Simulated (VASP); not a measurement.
CaF2:

```
CELL_PARAMETERS angstrom
0.00000 2.73100 2.73100
2.73100 0.00000 2.73100
2.73100 2.73100 0.00000
ATOMIC_POSITIONS crystal
Ca 0.00000 0.00000 0.00000
F 0.25000 0.25000 0.25000
F 0.75000 0.75000 0.75000
```

Base run:

```yaml
Program: VASP 6.6.1
Functional: r2SCAN
Potentials_or_basis: VASP PAW PBE potentials, release 64 (Ca_sv, F)
Cutoff: 660 eV
k_mesh: 6 × 6 × 6
Occupations: gaussian, width 0.01 eV
Spin: no spin polarisation
```

Its results: band gap on the k mesh 7.95 eV (least direct gap 8.21 eV); pressure -0.7 GPa.

Q: The run is repeated on the same cell with these changes: functional from r2SCAN to BLYP; cutoff from 660 eV to 600 eV. What comes out?

A: Band gap on the k mesh 7.40 eV (least direct gap 7.65 eV); pressure 4.3 GPa.

Caveats: the PAW data sets were made with another functional, which shifts forces and pressure a little; the cell stands under pressure (at least some runs).

A k mesh can miss the band edges.
